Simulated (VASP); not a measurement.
Crystal: MoS2.

```
CELL_PARAMETERS angstrom
1.58759 0.91660 6.19393
-1.58759 0.91660 6.19393
0.00000 -1.83319 6.19393
ATOMIC_POSITIONS crystal
Mo 0.99976 0.99976 0.99976
S 0.41678 0.41678 0.41678
S 0.24946 0.24946 0.24946
```

Base run:

* Program: VASP 6.6.1
* Functional: r2SCAN
* Potentials or basis: VASP PAW PBE potentials, release 64 (Mo_sv, S)
* Cutoff: 520 eV
* k mesh: 10 × 10 × 10
* Occupations: gaussian, width 0.01 eV
* Spin: no spin polarisation

Its results: band gap on the k mesh 1.09 eV (least direct gap 2.04 eV); pressure 1.2 GPa; largest force 0.052 eV/Å.

Question: The run is repeated on the same cell with these changes: functional from r2SCAN to LDA; potentials or basis from VASP PAW PBE potentials, release 64 (Mo_sv, S) to VASP PAW LDA potentials, release 64 (Mo_sv, S). What comes out?

Answer: Band gap on the k mesh 0.91 eV (least direct gap 1.93 eV); pressure -5.1 GPa; largest force 0.304 eV/Å.

Caveats: the PAW data sets were made with another functional, which shifts forces and pressure a little (at least some runs); the cell stands under tension (at least some runs).

A k mesh can miss the band edges.
